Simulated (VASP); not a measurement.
# SnTe (Fm-3m) in VASP: a series of runs, part 2 of 2

VASP 6.6.1.

### 4 Single point, RPBE, non-collinear spin, zero start, spin-orbit coupling

Contents of INCAR:

```
ALGO = Normal
EDIFF = 1E-6
ENCUT = 520
GGA = RP
GGA_COMPAT = F
ISIF = 2
ISMEAR = -1
LASPH = T
LCHARG = F
LORBIT = 11
LORBMOM = T
LREAL = F
LSORBIT = T
LWAVE = F
MAGMOM = 0 0 0 0 0 0
NBANDS = 32
NELM = 150
PREC = Accurate
SIGMA = 0.1
```

Contents of KPOINTS:

```
k-points
0
Gamma
  7 7 7
```

Contents of POSCAR:

```
SnTe
1.0
    0.0000000000      3.1508500000      3.1508500000
    3.1508500000      0.0000000000      3.1508500000
    3.1508500000      3.1508500000      0.0000000000
Te Sn
1 1
Direct
    0.5000000000      0.5000000000      0.5000000000
    0.0000000000      0.0000000000      0.0000000000
```

Potentials or basis: VASP PAW PBE potentials, release 64 (Te, Sn_d).

On the command line:

```sh
$ cat potpaw_PBE.64/Te/POTCAR potpaw_PBE.64/Sn_d/POTCAR > POTCAR
$ mpirun -np 1 vasp_ncl > vasp.out
```

OUTCAR:

```text
EDIFF = 1E-6
   ENCUT = 520
   GGA = RP
   ISIF = 2
   ISMEAR = -1
   LASPH = T
   LORBIT = 11
   LREAL = F
   LSORBIT = T
   NELM = 150
   PREC = Accurate

 ion  position               nearest neighbor table
   1  0.500  0.500  0.500-   2 3.15   2 3.15   2 3.15   2 3.15   2 3.15   2 3.15
   2  0.000  0.000  0.000-   1 3.15   1 3.15   1 3.15   1 3.15   1 3.15   1 3.15

  LATTYP: Found a face centered cubic cell.
 ALAT       =     6.3017000000

  Lattice vectors:

 A1 = (   0.0000000000,   3.1508500000,   3.1508500000)
 A2 = (   3.1508500000,   0.0000000000,   3.1508500000)
 A3 = (   3.1508500000,   3.1508500000,   0.0000000000)

Analysis of symmetry for initial positions (statically):
=====================================================================
 Subroutine PRICEL returns:
 Original cell was already a primitive cell.

 Routine SETGRP: Setting up the symmetry group for a
 face centered cubic supercell.

 Subroutine GETGRP returns: Found 48 space group operations
 (whereof 48 operations were pure point group operations)
 out of a pool of 48 trial point group operations.

The static configuration has the point symmetry O_h .

Analysis of symmetry for dynamics (positions and initial velocities):
=====================================================================
 Subroutine PRICEL returns:
 Original cell was already a primitive cell.

 Routine SETGRP: Setting up the symmetry group for a
 face centered cubic supercell.

 Subroutine GETGRP returns: Found 48 space group operations
 (whereof 48 operations were pure point group operations)
 out of a pool of 48 trial point group operations.

The dynamic configuration has the point symmetry O_h .

Analysis of structural, dynamic, and magnetic symmetry:
=====================================================================
 Subroutine PRICEL returns:
 Original cell was already a primitive cell.

 Routine SETGRP: Setting up the symmetry group for a
 face centered cubic supercell.

 Subroutine GETGRP returns: Found 48 space group operations
 (whereof 48 operations were pure point group operations)
 out of a pool of 48 trial point group operations.

The overall configuration has the point symmetry O_h .

 Subroutine INISYM returns: Found 48 space group operations
 (whereof 48 operations are pure point group operations),
 and found     1 'primitive' translations

----------------------------------------------------------------------------------------

                                     Primitive cell

  volume of cell :      62.5624

  direct lattice vectors                    reciprocal lattice vectors
     0.000000000  3.150850000  3.150850000    -0.158687338  0.158687338  0.158687338
     3.150850000  0.000000000  3.150850000     0.158687338 -0.158687338  0.158687338
     3.150850000  3.150850000  0.000000000     0.158687338  0.158687338 -0.158687338

  length of vectors
[... 836 lines left out ...]

  FORCE on cell =-STRESS in cart. coord.  units (eV):
  Direction    XX          YY          ZZ          XY          YZ          ZX
  --------------------------------------------------------------------------------------
  -------------------------------------------------------------------------------------
  Total        1.4142367      1.4142367      1.4142367      0.0000000      0.0000000      0.0000000
  in kB       36.2175873     36.2175873     36.2175873      0.0000000      0.0000000      0.0000000
  external PRESSURE =      36.2175873 kB  Pullay stress =       0.0000000 kB

 VOLUME and BASIS-vectors are now :
 -----------------------------------------------------------------------------
  energy-cutoff  :      520.00
  volume of cell :       62.56
      direct lattice vectors                 reciprocal lattice vectors
     0.000000000  3.150850000  3.150850000    -0.158687338  0.158687338  0.158687338
     3.150850000  0.000000000  3.150850000     0.158687338 -0.158687338  0.158687338
     3.150850000  3.150850000  0.000000000     0.158687338  0.158687338 -0.158687338

 POSITION                                       TOTAL-FORCE (eV/Angst)
 -----------------------------------------------------------------------------------
      3.15085      3.15085      3.15085        -0.000000      0.000000      0.000000
      0.00000      0.00000      0.00000         0.000000     -0.000000     -0.000000
 -----------------------------------------------------------------------------------
    total drift:                               -0.000000      0.000000      0.000000

  FREE ENERGIE OF THE ION-ELECTRON SYSTEM (eV)
  ---------------------------------------------------
  free  energy   TOTEN  =        -6.9657879805 eV

  energy  without entropy=       -6.9599819079  energy(sigma->0) =       -6.96288494

 orbital moment (x)

 # of ion     p       d       tot
 ----------------------------------------
  1         0.000   0.000   0.000
  2         0.000  -0.000  -0.000
 ----------------------------------------
            0.000  -0.000  -0.000

 orbital moment (y)

 # of ion     p       d       tot
 ----------------------------------------
  1         0.000  -0.000  -0.000
  2         0.000   0.000   0.000
 ----------------------------------------
            0.000   0.000   0.000

 orbital moment (z)

 # of ion     p       d       tot
 ----------------------------------------
  1         0.000   0.000   0.000
  2         0.000   0.000   0.000
 ----------------------------------------
            0.000   0.000   0.000

 Spin-Orbit-Coupling matrix elements

 Ion:    1  E_soc:     -0.2002469
 l=   1
     0.0000000    -0.0333666    -0.0333666
    -0.0333666     0.0000000    -0.0333666
    -0.0333666    -0.0333666     0.0000000
 l=   2
     0.0000000    -0.0000126     0.0000000    -0.0000126     0.0000047
    -0.0000126     0.0000000     0.0000036    -0.0000126     0.0000012
     0.0000000     0.0000036     0.0000000     0.0000036     0.0000000
    -0.0000126    -0.0000126     0.0000036     0.0000000     0.0000012
     0.0000047     0.0000012     0.0000000     0.0000012     0.0000000
 l=   3
     0.0000000     0.0000000     0.0000000     0.0000000     0.0000000     0.0000000     0.0000000
     0.0000000     0.0000000     0.0000000     0.0000000     0.0000000     0.0000000     0.0000000
     0.0000000     0.0000000     0.0000000     0.0000000     0.0000000     0.0000000     0.0000000
     0.0000000     0.0000000     0.0000000     0.0000000     0.0000000     0.0000000     0.0000000
     0.0000000     0.0000000     0.0000000     0.0000000     0.0000000     0.0000000     0.0000000
     0.0000000     0.0000000     0.0000000     0.0000000     0.0000000     0.0000000     0.0000000
     0.0000000     0.0000000     0.0000000     0.0000000     0.0000000     0.0000000     0.0000000

 Ion:    2  E_soc:     -0.0953291
 l=   1
     0.0000000    -0.0097477    -0.0097477
    -0.0097477     0.0000000    -0.0097477
    -0.0097477    -0.0097477     0.0000000
 l=   2
     0.0000000    -0.0012165     0.0000000    -0.0012165    -0.0049240
    -0.0012165     0.0000000    -0.0036930    -0.0012165    -0.0012310
     0.0000000    -0.0036930     0.0000000    -0.0036930     0.0000000
    -0.0012165    -0.0012165    -0.0036930     0.0000000    -0.0012310
    -0.0049240    -0.0012310     0.0000000    -0.0012310     0.0000000
 l=   3
     0.0000000     0.0000000     0.0000000     0.0000000     0.0000000     0.0000000     0.0000000
     0.0000000     0.0000000     0.0000000     0.0000000     0.0000000     0.0000000     0.0000000
     0.0000000     0.0000000     0.0000000     0.0000000     0.0000000     0.0000000     0.0000000
     0.0000000     0.0000000     0.0000000     0.0000000     0.0000000     0.0000000     0.0000000
     0.0000000     0.0000000     0.0000000     0.0000000     0.0000000     0.0000000     0.0000000
     0.0000000     0.0000000     0.0000000     0.0000000     0.0000000     0.0000000     0.0000000
     0.0000000     0.0000000     0.0000000     0.0000000     0.0000000     0.0000000     0.0000000

 total charge

# of ion       s       p       d       tot
------------------------------------------
    1        1.382   1.971   0.031   3.384
    2        1.369   0.739   9.984  12.093
--------------------------------------------------
tot          2.751   2.710  10.015  15.476

 magnetization (x)

# of ion       s       p       d       tot
------------------------------------------
    1       -0.000   0.000  -0.000  -0.000
    2        0.000  -0.000   0.000   0.000
--------------------------------------------------
tot          0.000   0.000  -0.000   0.000

 magnetization (y)

# of ion       s       p       d       tot
------------------------------------------
    1        0.000   0.000   0.000   0.000
    2        0.000  -0.000   0.000   0.000
--------------------------------------------------
tot          0.000   0.000   0.000   0.000

 magnetization (z)

# of ion       s       p       d       tot
------------------------------------------
    1       -0.000   0.000  -0.000  -0.000
    2       -0.000   0.000  -0.000  -0.000
--------------------------------------------------
tot         -0.000   0.000  -0.000  -0.000
```

OSZICAR:

```text
N       E                     dE             d eps       ncg     rms          rms(c)
DAV:   1     0.177220846117E+03    0.17722E+03   -0.91011E+03  1376   0.147E+03
DAV:   2     0.164776669460E+02   -0.16074E+03   -0.15436E+03  1296   0.437E+02
DAV:   3    -0.595805637131E+01   -0.22436E+02   -0.21986E+02  1560   0.135E+02
DAV:   4    -0.696621434062E+01   -0.10082E+01   -0.10070E+01  1480   0.305E+01
DAV:   5    -0.700554509143E+01   -0.39331E-01   -0.39329E-01  1912   0.606E+00    0.537E+00
DAV:   6    -0.695991933468E+01    0.45626E-01   -0.99153E-02  1600   0.236E+00    0.344E+00
DAV:   7    -0.696274979055E+01   -0.28305E-02   -0.39068E-02  1696   0.983E-01    0.187E+00
DAV:   8    -0.696529503693E+01   -0.25452E-02   -0.25480E-03  1480   0.336E-01    0.453E-01
DAV:   9    -0.696553669836E+01   -0.24166E-03   -0.14176E-03  1536   0.314E-01    0.149E-01
DAV:  10    -0.696574474951E+01   -0.20805E-03   -0.26618E-04  1464   0.106E-01    0.422E-02
DAV:  11    -0.696576957308E+01   -0.24824E-04   -0.17927E-05  1464   0.322E-02    0.190E-02
DAV:  12    -0.696578708021E+01   -0.17507E-04   -0.29929E-05  1232   0.279E-02    0.186E-02
DAV:  13    -0.696578834210E+01   -0.12619E-05   -0.12664E-06  1208   0.122E-02    0.460E-03
DAV:  14    -0.696578798052E+01    0.36158E-06   -0.67452E-07  1112   0.537E-03
   1 F= -.69657880E+01 E0= -.69628849E+01  d E =-.580607E-02  mag=    -0.0000     0.0000    -0.0000
```

Wall time 96 s (1 thread of Intel Xeon Platinum 8375C at 2.90GHz (Ice Lake), shared host); peak memory 0.4 GiB.

What came out:

| Property | Result |
| --- | --- |
| Free energy | -6.9658 eV |
| Pressure | 3.6 GPa |
| Net moment | 0.00 μB per cell |
| Valence electrons inside the program's atomic spheres | Te 3.38; Sn 12.09 |

Moments on the atoms (μB; x, y, z):
```
Te  0.00 0.00 0.00
Sn  0.00 0.00 0.00
```

Caveat: this odd mesh misses L, so gap, dielectric constants and Born charges aren't listed; the cell stands under pressure; the PAW data sets were made with another functional, which shifts forces and pressure a little.

### 5 Summary

```csv
level,spin,k mesh,smearing,grid for exact exchange (PRECFOCK),share of exact exchange,screening parameter,gap on the mesh (eV),pressure (GPa)
PBE-based screened hybrid with 30 % exact exchange,off,4 × 4 × 4,fermi-dirac 0.05 eV,Normal,0.3,0.2 1/Å,0.07,0.5
PBE-based screened hybrid with 40 % exact exchange,off,4 × 4 × 4,fermi-dirac 0.05 eV,Normal,0.4,0.2 1/Å,0.19,0.3
RPBE,"non-collinear, zero start, SOC",7 × 7 × 7,fermi-dirac 0.1 eV,-,-,-,-,3.6
```

Alike in all rows: task single point; potentials or basis VASP PAW PBE potentials, release 64 (Te, Sn_d); cell as given; cutoff (eV) 520.

Caveats: some runs use coarse meshes; the PAW data sets were made with another functional, which shifts forces and pressure a little; spin-orbit coupling is left out, which moves the levels of the heavy elements (at least some runs); the cell stands under pressure (at least some runs).

Absolute energies hang on the potentials; compare differences alone.
